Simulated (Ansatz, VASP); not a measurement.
One calculation of PbSe, two programs

The input POSCAR:

```
PbSe
1.0
    0.0000000000      3.0887022195      3.1813632861
    3.0887022195      0.0000000000      3.1813632861
    3.0887022195      3.0887022195      0.0000000000
Pb Se
1 1
Direct
    0.0000000000      0.0000000000      0.0000000000
    0.5000000000      0.5000000000      0.5000000000
```

Contents of INCAR.step1:

```
SYSTEM = PbSe
PREC = Accurate ; ENCUT = 520
ISMEAR = 0 ; SIGMA = 0.01
LREAL = .FALSE. ; LASPH = .TRUE.
NELM = 60 ; NBANDS = 17
GGA = PE ; ALGO = Normal
EDIFF = 1E-4 ; LWAVE = .TRUE.
LCHARG = .FALSE.
```

The input INCAR.step2:

```
SYSTEM = PbSe
PREC = Accurate ; ENCUT = 520
EDIFF = 1E-6 ; ISMEAR = 0
SIGMA = 0.01 ; LREAL = .FALSE.
LASPH = .TRUE. ; NELM = 60
ALGO = Normal ; ISIF = 2
LWAVE = .FALSE. ; LCHARG = .FALSE.
METAGGA = R2SCAN ; LMIXTAU = .TRUE.
NBANDS = 17 ; ISTART = 1
```

KPOINTS

```
regular mesh
0
G
  8 8 8
  0 0 0
```

Input for Ansatz:

```yaml
crystal:
  lattice:
    - [0.0, 3.0887022195, 3.1813632861]
    - [3.0887022195, 0.0, 3.1813632861]
    - [3.0887022195, 3.0887022195, 0.0]
  atoms:
    - { symbol: Pb, position: [0.0, 0.0, 0.0] }
    - { symbol: Se, position: [0.5, 0.5, 0.5] }
kpoints:
  mp_grid: { grid: [8, 8, 8] }
  band_path:
    path:
      - [0.0, 0.0, 0.0]
      - [0.5, 0.0, 0.5]
      - [0.625, 0.25, 0.625]
      - [0.375, 0.375, 0.75]
      - [0.5, 0.5, 0.5]
      - [0.5, 0.25, 0.75]
      - [0.0, 0.0, 0.5]
    npoints: 1
hamiltonian:
  xc: r2scan
scf:
  occupations: { method: fixed }
  n_extra_bands: 4
output:
  forces: true
  stress: true
  eigenvalues: true
  write_density: true
  write_potential: true
  elf: true
  volumetric_format: npy
```

Change from the starting cell: uniaxial_z strain +3.0%.

Alike in both runs: task single point; functional r2SCAN; k mesh 8 × 8 × 8; no spin polarisation.

```csv
,VASP,Ansatz
version,VASP 6.6.1,Ansatz 0.2.0
potentials or method,"VASP PAW PBE potentials, release 64 (Pb_d, Se)","plane waves, PAW"
plane-wave cutoff (eV),520,500
occupations,"gaussian, width 0.01 eV",fixed
valence electrons in the cell,20,30
```

Ansatz gave:

| Item | Value |
| --- | --- |
| gap on the k mesh at the Fermi level (eV) | 0.73 |
| pressure (GPa) | -1.3 |
| traceless stress, the component that is largest in VASP (GPa) | -1.84 |

Task: Which values does VASP return?

Result: gap on the k mesh at the Fermi level (eV): 0.74; pressure (GPa): -1.3; traceless stress, the component that is largest in VASP (GPa): -1.84.

VASP's potentials were made for PBE, not for r2SCAN. VASP's potentials hold 20 valence electrons a cell and Ansatz's 30, so a difference there can come from the potentials and not from the codes.

Neither program's run includes spin-orbit coupling.
